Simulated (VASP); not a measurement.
A run of VASP 6.6.1:

File INCAR:

```
ALGO = Normal
EDIFF = 1E-6
ENCUT = 520
GGA = PS
ISIF = 2
ISMEAR = -1
IVDW = 12
LASPH = T
LCHARG = T
LELF = T
LREAL = F
LVHAR = T
LWAVE = F
NBANDS = 19
NELM = 80
PREC = Accurate
SIGMA = 0.05
```

Contents of KPOINTS:

```
k-points
0
Gamma
  10 10 6
```

The input POSCAR:

```
Ti
1.0
    2.8532313676      0.0000000000      0.0000000000
   -1.4266156838      2.4709708472      0.0000000000
    0.0000000000      0.0000000000      4.5051374405
Ti
2
Direct
    0.6666666667      0.3333333333      0.7500000000
    0.3333333333      0.6666666667      0.2500000000
```

Potentials or basis: VASP PAW PBE potentials, release 64 (Ti_sv).

Run with:

```bash
$ cat potpaw_PBE.64/Ti_sv/POTCAR > POTCAR
$ mpirun -np 1 vasp_std > vasp.out
```

Hardware: 1 thread of Intel(R) Xeon(R) Platinum 8375C CPU @ 2.90GHz (Ice Lake), on a shared host.

Estimate the wall time of this run.

It took 19 s on 1 thread of Intel(R) Xeon(R) Platinum 8375C CPU @ 2.90GHz (Ice Lake), on a shared host, peak memory 0.18 GiB. Counts: scf iterations 13, k points 56.
